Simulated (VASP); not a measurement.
Runs of VASP 6.6.1 on BN (pbe). The structure is that of space group F-43m (No. 216), or close to it. The cells are those of the table. 

```tsv
task	cell	k mesh	smearing	gap on the mesh (eV)	pressure (GPa)
single point	a = 2.563 Å, angles 60.0°, 2 atoms	10 × 10 × 10	gaussian 0.02 eV	4.45	0.2
single point	a = 2.557 Å, angles 60.0°, 2 atoms	8 × 8 × 8	gaussian 0.1 eV	(a)	2.7
relaxation of cell and atoms	relaxed from a = 2.557 Å, angles 60.0°, 2 atoms	10 × 10 × 10	gaussian 0.02 eV	4.45	0.0
single point	a = 2.563 Å, angles 60.0°, 2 atoms	10 × 10 × 10	gaussian 0.01 eV	4.45	0.2
```

Alike in all rows: level PBE; potentials or basis VASP PAW PBE potentials, release 64 (B, N); no spin polarisation; cutoff (eV) 600.

Q: Fill in the values left out.

A: (a) 4.46.

A k mesh can miss the band edges.
